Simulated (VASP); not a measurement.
Wanted: the native input for a VASP 6.6.1 run.

```
Task                   : single point
Functional             : PBEsol
Potentials or basis    : VASP PAW PBE potentials, release 64 (Al, Ru_pv)
Cutoff                 : 520 eV
k mesh                 : 20 × 20 × 20
Occupations            : gaussian, width 0.15 eV
Spin                   : no spin polarisation
Dipole correction      : no
Further INCAR settings : ALGO = Fast; EDIFF = 1e-06; NBANDS = 16
```

The structure of AlRu lies in POSCAR:

```
AlRu
1.0
    2.9317617045      0.0000000000      0.0000000000
    0.0000000000      2.9317617045      0.0000000000
    0.0000000000      0.0000000000      3.0210539391
Al Ru
1 1
Direct
    0.0000000000      0.0000000000      0.0000000000
    0.5000000000      0.5000000000      0.5000000000
```

This cell differs from its parent crystal: strain -0.015 along x and y, +0.015 along z.

The input as run:

INCAR

```
ALGO = Fast
EDIFF = 1E-6
ENCUT = 520
GGA = PS
ISIF = 2
ISMEAR = 0
LASPH = True
LCHARG = False
LREAL = False
LWAVE = False
NBANDS = 16
NELM = 80
PREC = Accurate
SIGMA = 0.15
```

KPOINTS

```
k-points
0
Gamma
  20 20 20
```

Potentials or basis: VASP PAW PBE potentials, release 64 (Al, Ru_pv).

Command:

```bash
$ cat potpaw_PBE.64/Al/POTCAR potpaw_PBE.64/Ru_pv/POTCAR > POTCAR
$ mpirun -np 1 vasp_std > vasp.out
```

Results of the run:

| Property | Result |
| --- | --- |
| Pressure | 3.6 GPa |
| Band gap on the k mesh | zero (an odd number of electrons rules out a gap without spin polarisation) |

Caveat: the cell differs from its parent crystal (strain -0.015 along x and y, +0.015 along z); the cell stands under pressure; the PAW data sets were made with another functional, which shifts forces and pressure a little.

Run time: 100 s on 1 thread of Intel(R) Xeon(R) 6975P-C (Granite Rapids), on a shared host, peak memory 0.38 GiB.
